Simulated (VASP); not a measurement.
# InGaAs2 (P-4m2) in VASP: a series of runs, part 2 of 2

VASP 6.6.1.

## (4) Single point, PBEsol

This run uses another cell than the first one, of 26.25 Å³/atom.

The input, INCAR:

```
PREC = Accurate
ENCUT = 520
EDIFF = 1E-7
ISMEAR = 0
SIGMA = 0.1
LREAL = F
LASPH = T
NELM = 60
ALGO = Normal
ISIF = 2
LWAVE = F
LCHARG = F
GGA = PS
NBANDS = 26
```

The input, KPOINTS:

```
Automatic mesh
0
Gamma
  10 10 8
```

The input, POSCAR:

```
InGaAs2
1.0
    4.1934164157      0.0000000000      0.0000000000
    0.0000000000      4.1934164157      0.0000000000
    0.0000000000      0.0000000000      5.9718070568
In Ga As
1 1 2
Direct
    0.0000000000      0.0000000000      0.5000000000
    0.5000000000      0.5000000000      0.0000000000
    0.5000000000      0.0000000000      0.7692333359
    0.0000000000      0.5000000000      0.2307666641
```

Potentials or basis: VASP PAW PBE potentials, release 64 (In_d, Ga_d, As).

Launch:

```bash
$ cat potpaw_PBE.64/In_d/POTCAR potpaw_PBE.64/Ga_d/POTCAR potpaw_PBE.64/As/POTCAR > POTCAR
$ mpirun -np 1 vasp_std > vasp.out
```

OUTCAR:

```text
PREC = Accurate
   ENCUT = 520
   EDIFF = 1E-7
   ISMEAR = 0
   LREAL = F
   LASPH = T
   NELM = 60
   ISIF = 2
   GGA = PS

 ion  position               nearest neighbor table
   1  0.000  0.000  0.500-   3 2.64   4 2.64   4 2.64   3 2.64
   2  0.500  0.500  0.000-   3 2.51   4 2.51   3 2.51   4 2.51
   3  0.500  0.000  0.769-   2 2.51   2 2.51   1 2.64   1 2.64
   4  0.000  0.500  0.231-   2 2.51   2 2.51   1 2.64   1 2.64

  LATTYP: Found a simple tetragonal cell.
[... 896 lines left out ...]
  Direction    XX          YY          ZZ          XY          YZ          ZX
  --------------------------------------------------------------------------------------
  -------------------------------------------------------------------------------------
  Total       -1.2427576     -1.2427576     -1.2428864      0.0000000      0.0000000      0.0000000
  in kB      -18.9607391    -18.9607391    -18.9627036      0.0000000      0.0000000      0.0000000
  external PRESSURE =     -18.9613940 kB  Pullay stress =       0.0000000 kB

 VOLUME and BASIS-vectors are now :
 -----------------------------------------------------------------------------
  energy-cutoff  :      520.00
  volume of cell :      105.01
      direct lattice vectors                 reciprocal lattice vectors
     4.193416416  0.000000000  0.000000000     0.238469043  0.000000000  0.000000000
     0.000000000  4.193416416  0.000000000     0.000000000  0.238469043  0.000000000
     0.000000000  0.000000000  5.971807057     0.000000000  0.000000000  0.167453501

 POSITION                                       TOTAL-FORCE (eV/Angst)
 -----------------------------------------------------------------------------------
      0.00000      0.00000      2.98590        -0.000000     -0.000000      0.000000
      2.09671      2.09671      0.00000         0.000000      0.000000      0.000000
      2.09671      0.00000      4.59371         0.000000     -0.000000     -0.000625
      0.00000      2.09671      1.37809         0.000000     -0.000000      0.000625
 -----------------------------------------------------------------------------------
    total drift:                                0.000000     -0.000000     -0.000000

  FREE ENERGIE OF THE ION-ELECTRON SYSTEM (eV)
  ---------------------------------------------------
  free  energy   TOTEN  =       -17.4825973450 eV

  energy  without entropy=      -17.4823290465  energy(sigma->0) =      -17.48246320
```

stdout:

```text
POSCAR found type information on POSCAR InGaAs
 POSCAR found :  3 types and       4 ions
 scaLAPACK will be used
 -----------------------------------------------------------------------------
|                                                                             |
|                                                                             |
|     You enforced a specific xc type in the INCAR file but a different       |
|     I HOPE YOU KNOW WHAT YOU ARE DOING!                                     |
|                                                                             |
 -----------------------------------------------------------------------------

 LDA part: xc-table for (Slater+PW92), standard interpolation
 POSCAR, INCAR and KPOINTS ok, starting setup
 FFT: planning ... GRIDC
 FFT: planning ... GRID_SOFT
 FFT: planning ... GRID
 WAVECAR not read
 entering main loop
```

Wall time 5.4 min (1 thread of Intel Xeon 8259CL, shared host); peak memory 0.42 GiB.

What came out:

```yaml
Free_energy: -17.4826 eV
Pressure: -1.9 GPa
Band_gap_on_the_k_mesh: zero (filled and empty bands touch)
```

Levels at points of the mesh, in eV from the Fermi level:
| k point | band 14 | band 15 | band 16 | band 17 | band 18 | band 19 | band 20 | band 21 | band 22 | band 23 |
| --- | --- | --- | --- | --- | --- | --- | --- | --- | --- | --- |
| (0.00, 0.00, 0.00) | -2.49 | -2.49 | -0.42 | -0.21 | -0.05 | -0.05 | 1.46 | 1.73 | 3.69 | 3.69 |
| (0.50, 0.00, 0.00) | -5.01 | -3.16 | -2.91 | -1.44 | -0.87 | 1.90 | 2.91 | 4.70 | 4.77 | 5.15 |
| (0.50, 0.50, 0.00) | -5.78 | -2.60 | -2.45 | -2.45 | -2.29 | 1.37 | 1.37 | 1.52 | 1.86 | 9.01 |
| (0.00, 0.00, 0.50) | -3.98 | -1.87 | -1.87 | -1.23 | -1.23 | 1.77 | 1.91 | 2.65 | 3.08 | 5.94 |
| (0.50, 0.00, 0.50) | -5.91 | -1.40 | -1.12 | -1.09 | -0.78 | 0.42 | 0.90 | 4.16 | 4.50 | 4.55 |
| (0.50, 0.50, 0.50) | -5.54 | -3.21 | -3.11 | -3.02 | -3.02 | 4.01 | 4.08 | 4.28 | 4.28 | 4.82 |

Caveat: semilocal functionals underestimate gaps, and a narrow one can read as zero; the PAW data sets were made with another functional, which shifts forces and pressure a little; spin-orbit coupling is left out, which moves the levels of the heavy elements.

## (5) Single point, PBEsol

This run uses another cell than the first one, of 22.41 Å³/atom.

The input, INCAR:

```
PREC = Accurate ; ENCUT = 520
EDIFF = 1E-7 ; ISMEAR = 0
SIGMA = 0.1 ; LREAL = F
LASPH = T ; NELM = 100
ALGO = Normal ; ISIF = 2
LWAVE = F ; LCHARG = F
GGA = PS ; NBANDS = 26
```

The input, KPOINTS:

```
regular mesh
0
Gamma
  10 10 8
```

The input, POSCAR:

```
InGaAs2
1.0
    3.9733642715      0.0000000000      0.0000000000
    0.0000000000      3.9733642715      0.0000000000
    0.0000000000      0.0000000000      5.6787436209
In Ga As
1 1 2
Direct
    0.0000000000      0.0000000000      0.5000000000
    0.5000000000      0.5000000000      0.0000000000
    0.5000000000      0.0000000000      0.7713658617
    0.0000000000      0.5000000000      0.2286341383
```

Potentials or basis: VASP PAW PBE potentials, release 64 (In_d, Ga_d, As).

Launch:

```bash
$ cat potpaw_PBE.64/In_d/POTCAR potpaw_PBE.64/Ga_d/POTCAR potpaw_PBE.64/As/POTCAR > POTCAR
$ mpirun -np 1 vasp_std > vasp.out
```

OUTCAR:

```text
PREC = Accurate
   ENCUT = 520
   EDIFF = 1E-7
   ISMEAR = 0
   LREAL = F
   LASPH = T
   NELM = 100
   ISIF = 2
   GGA = PS

 ion  position               nearest neighbor table
   1  0.000  0.000  0.500-   3 2.51   4 2.51   4 2.51   3 2.51
   2  0.500  0.500  0.000-   3 2.37   4 2.37   3 2.37   4 2.37
   3  0.500  0.000  0.771-   2 2.37   2 2.37   1 2.51   1 2.51
   4  0.000  0.500  0.229-   2 2.37   2 2.37   1 2.51   1 2.51

  LATTYP: Found a simple tetragonal cell.
 ALAT       =     3.9733642715
 C/A-ratio  =     1.4292028701

  Lattice vectors:

 A1 = (   3.9733642715,   0.0000000000,   0.0000000000)
 A2 = (   0.0000000000,   3.9733642715,   0.0000000000)
 A3 = (   0.0000000000,   0.0000000000,   5.6787436209)

Analysis of symmetry for initial positions (statically):
=====================================================================
 Subroutine PRICEL returns:
 Original cell was already a primitive cell.

 Routine SETGRP: Setting up the symmetry group for a
 simple tetragonal supercell.

 Subroutine GETGRP returns: Found  8 space group operations
 (whereof  8 operations were pure point group operations)
 out of a pool of 16 trial point group operations.

The static configuration has the point symmetry D_2d.

Analysis of symmetry for dynamics (positions and initial velocities):
=====================================================================
 Subroutine PRICEL returns:
 Original cell was already a primitive cell.

 Routine SETGRP: Setting up the symmetry group for a
 simple tetragonal supercell.

 Subroutine GETGRP returns: Found  8 space group operations
 (whereof  8 operations were pure point group operations)
 out of a pool of 16 trial point group operations.

The dynamic configuration has the point symmetry D_2d.

 Subroutine INISYM returns: Found  8 space group operations
 (whereof  8 operations are pure point group operations),
 and found     1 'primitive' translations

----------------------------------------------------------------------------------------

                                     Primitive cell

  volume of cell :      89.6539

  direct lattice vectors                    reciprocal lattice vectors
     3.973364271  0.000000000  0.000000000     0.251675893  0.000000000  0.000000000
     0.000000000  3.973364271  0.000000000     0.000000000  0.251675893  0.000000000
     0.000000000  0.000000000  5.678743621     0.000000000  0.000000000  0.176095289

  length of vectors
     3.973364271  3.973364271  5.678743621     0.251675893  0.251675893  0.176095289

  position of ions in fractional coordinates (direct lattice)
     0.000000000  0.000000000  0.500000000
     0.500000000  0.500000000  0.000000000
     0.500000000  0.000000000  0.771365862
     0.000000000  0.500000000  0.228634138

  ion indices of the primitive-cell ions
   primitive index   ion index
                 1           1
                 2           2
                 3           3
                 4           4

----------------------------------------------------------------------------------------

 KPOINTS: regular mesh

Automatic generation of k-mesh.
 Grid dimensions read from file:
 generate k-points for:   10   10    8

 Generating k-lattice:

  Cartesian coordinates                     Fractional coordinates (reciprocal lattice)
     0.025167589  0.000000000  0.000000000     0.100000000  0.000000000  0.000000000
     0.000000000  0.025167589  0.000000000     0.000000000  0.100000000  0.000000000
     0.000000000  0.000000000  0.022011911     0.000000000  0.000000000  0.125000000

  Length of vectors
     0.025167589  0.025167589  0.022011911

  Shift w.r.t. Gamma in fractional coordinates (k-lattice)
     0.000000000  0.000000000  0.000000000

 Subroutine IBZKPT returns following result:
 ===========================================

 Found    105 irreducible k-points:

 Following reciprocal coordinates:
            Coordinates               Weight
  0.000000  0.000000  0.000000      1.000000
  0.100000  0.000000  0.000000      4.000000
  0.200000  0.000000  0.000000      4.000000
  0.300000  0.000000  0.000000      4.000000
  0.400000  0.000000  0.000000      4.000000
  0.500000  0.000000  0.000000      2.000000
[... 16 lines left out ...]
  0.100000  0.000000  0.125000      8.000000
  0.200000  0.000000  0.125000      8.000000
 [... further k-points ...]
   k-points           NKPTS =    105   k-points in BZ     NKDIM =    105   number of bands    NBANDS=     26
   number of dos      NEDOS =    301   number of ions     NIONS =      4
   total plane-waves  NPLWV =  37800
   dimension x,y,z NGX =    30 NGY =   30 NGZ =   42
   dimension x,y,z NGXF=    60 NGYF=   60 NGZF=   84
   ions per type =               1   1   2
   NGX,Y,Z   is equivalent  to a cutoff of  12.55, 12.55, 12.30 a.u.
   NGXF,Y,Z  is equivalent  to a cutoff of  25.10, 25.10, 24.59 a.u.
 SYSTEM =  unknown system
   PREC   = accura    normal or accurate (medium, high low for compatibility)
   ISTART =      0    job   : 0-new  1-cont  2-samecut
   ICHARG =      2    charge: 1-file 2-atom 10-const
   ISPIN  =      1    spin polarized calculation?
   LNONCOLLINEAR =      F non collinear calculations
   LSORBIT =      F    spin-orbit coupling
   LASPH  =      T    aspherical Exc in radial PAW
   ENCUT  =  520.0 eV  38.22 Ry    6.18 a.u.   7.39  7.39 10.56*2*pi/ulx,y,z
   NELM   =    100;   NELMIN=  2; NELMDL= -5     # of ELM steps
   EDIFF  = 0.1E-06   stopping-criterion for ELM
   LREAL  =      F    real-space projection
   EDIFFG = 0.1E-05   stopping-criterion for IOM
   NSW    =      0    number of steps for IOM
   IBRION =     -1    ionic relax: 0-MD 1-quasi-New 2-CG
   NFREE  =      0    steps in history (QN), initial steepest desc. (CG)
   ISIF   =      2    stress and relaxation
   ISYM   =      2    0-nonsym 1-usesym 2-fastsym
   POTIM  = 0.5000    time-step for ionic-motion
   TEBEG  =    0.0;   TEEND  =   0.0 temperature during run
   PSTRESS=    0.0 pullay stress
   NELECT =      36.0000    total number of electrons
   NUPDOWN=      -1.0000    fix difference up-down
   EMIN   =  10.00;   EMAX   =-10.00  energy-range for DOS
   EFERMI =   0.00;   METHOD = LEGACY
   ISMEAR =     0;   SIGMA  =   0.10  broadening in eV -4-tet -1-fermi 0-gaus
   EFERMI_NEDOS =   21; number of points for ismear=-14 and -15
   IALGO  =     38    algorithm
   IMIX   =      4    mixing-type and parameters
     AMIX     =   0.40;   BMIX     =  1.00
     AMIX_MAG =   1.60;   BMIX_MAG =  1.00
  volume/ion in A,a.u.               =      22.41       151.25
  Fermi-wavevector in a.u.,A,eV,Ry     =   1.207775  2.282364 19.847092  1.458720
  Thomas-Fermi vector in A             =   2.343403
   LORBIT       =      0    0 simple, 1 ext, 2 COOP (PROOUT), +10 PAW based schemes
   GGA     = PS    functional components
   LHFCALC =     F    Hartree Fock is set to
   AEXX    =    0.0000 exact exchange contribution
   IVDW    =     0    specifies the selected vdW correction
   LEPSILON=     F    determine dielectric tensor
   LRPA    =     F    only Hartree local field effects (RPA)
 non-spin polarized calculation
 Gauss-broadening in eV      SIGMA  =   0.10
  energy-cutoff  :      520.00
  volume of cell :       89.65
 maximum number of plane-waves:      2449
 NGX is ok and might be reduce to    30
   NGX = 15   NGY = 15   NGZ = 21

 number of electron      36.0000000 magnetization

 Free energy of the ion-electron system (eV)
  ---------------------------------------------------
  ext. energy  EPLUGINS =         0.00000000
  ---------------------------------------------------
  free energy    TOTEN  =       -17.16484043 eV

  energy without entropy =      -17.16484025  energy(sigma->0) =      -17.16484034

 E-fermi :   5.6505     XC(G=0): -10.0259

 val. band max:        5.3773050963   @ k =   0.0000   0.0000   0.0000
 cond. band min:       5.9090193916   @ k =   0.0000   0.0000   0.0000
 fundamental gap:      0.5317142953
 Fermi energy:         5.6505262422

 k-point     1 :       0.0000    0.0000    0.0000
  band No.  band energies     occupation
      1      -9.8494      2.00000
      2      -9.7217      2.00000
      3      -9.7217      2.00000
      4      -9.6719      2.00000
      5      -9.6296      2.00000
      6      -9.4217      2.00000
[... 685 lines left out ...]
     25      13.0774      0.00000
     26      13.3910      0.00000

 [... further k-points ...]

------------------------ aborting loop because EDIFF is reached ----------------------------------------

  FORCE on cell =-STRESS in cart. coord.  units (eV):
  Direction    XX          YY          ZZ          XY          YZ          ZX
  --------------------------------------------------------------------------------------
  -------------------------------------------------------------------------------------
  Total        5.7074113      5.7074113      5.7141711      0.0000000      0.0000000      0.0000000
  in kB      101.9954326    101.9954326    102.1162353      0.0000000      0.0000000      0.0000000
  external PRESSURE =     102.0357001 kB  Pullay stress =       0.0000000 kB

 VOLUME and BASIS-vectors are now :
 -----------------------------------------------------------------------------
  energy-cutoff  :      520.00
  volume of cell :       89.65
      direct lattice vectors                 reciprocal lattice vectors
     3.973364271  0.000000000  0.000000000     0.251675893  0.000000000  0.000000000
     0.000000000  3.973364271  0.000000000     0.000000000  0.251675893  0.000000000
     0.000000000  0.000000000  5.678743621     0.000000000  0.000000000  0.176095289

 POSITION                                       TOTAL-FORCE (eV/Angst)
 -----------------------------------------------------------------------------------
      0.00000      0.00000      2.83937         0.000000      0.000000      0.000000
      1.98668      1.98668      0.00000         0.000000     -0.000000      0.000000
      1.98668      0.00000      4.38039         0.000000      0.000000     -0.001179
      0.00000      1.98668      1.29835         0.000000      0.000000      0.001179
 -----------------------------------------------------------------------------------
    total drift:                                0.000000      0.000000     -0.000000

  FREE ENERGIE OF THE ION-ELECTRON SYSTEM (eV)
  ---------------------------------------------------
  free  energy   TOTEN  =       -17.1648404294 eV

  energy  without entropy=      -17.1648402464  energy(sigma->0) =      -17.16484034
```

stdout:

```text
POSCAR found type information on POSCAR InGaAs
 POSCAR found :  3 types and       4 ions
 scaLAPACK will be used
 -----------------------------------------------------------------------------
|                                                                             |
|                                                                             |
|     You enforced a specific xc type in the INCAR file but a different       |
|     I HOPE YOU KNOW WHAT YOU ARE DOING!                                     |
|                                                                             |
 -----------------------------------------------------------------------------

 LDA part: xc-table for (Slater+PW92), standard interpolation
 POSCAR, INCAR and KPOINTS ok, starting setup
 FFT: planning ... GRIDC
 FFT: planning ... GRID_SOFT
 FFT: planning ... GRID
 WAVECAR not read
 entering main loop
```

Wall time 5.5 min (1 thread of Intel Xeon 8259CL, shared host); peak memory 0.37 GiB.

What came out:

- Free energy: -17.1648 eV
- Pressure: 10.2 GPa
- Band gap on the k mesh: 0.53 eV

Caveat: the cell stands under pressure; semilocal functionals underestimate gaps, and a narrow one can read as zero; the PAW data sets were made with another functional, which shifts forces and pressure a little; spin-orbit coupling is left out, which moves the levels of the heavy elements. A k mesh can miss the band edges.

## (6) The runs side by side

| cell | k mesh | gap on the mesh (eV) | pressure (GPa) |
| --- | --- | --- | --- |
| a = 4.113, b = 4.113, c = 6.081 Å, 4 atoms, atomic positions A | 12 × 12 × 10 | none | -0.8 |
| a = 4.101, b = 4.101, c = 5.847 Å, 4 atoms, atomic positions B | 10 × 10 × 8 | 0.01 | 2.1 |
| a = 4.193, b = 4.193, c = 5.972 Å, 4 atoms, atomic positions C | 10 × 10 × 8 | none | -1.9 |
| a = 3.973, b = 3.973, c = 5.679 Å, 4 atoms, atomic positions D | 10 × 10 × 8 | 0.53 | 10.2 |

Alike in all rows: task single point; level PBEsol; potentials or basis VASP PAW PBE potentials, release 64 (In_d, Ga_d, As); no spin polarisation; cutoff (eV) 520; smearing gaussian 0.1 eV.

Caveats: semilocal functionals underestimate gaps, and a narrow one can read as zero; the PAW data sets were made with another functional, which shifts forces and pressure a little; spin-orbit coupling is left out, which moves the levels of the heavy elements; the smearing spreads over this small gap (at least some runs); the cell stands under pressure (at least some runs).

Absolute energies hang on the potentials; compare differences alone.

The gap in the log of VASP goes by the Fermi energy; the results here count the filled bands.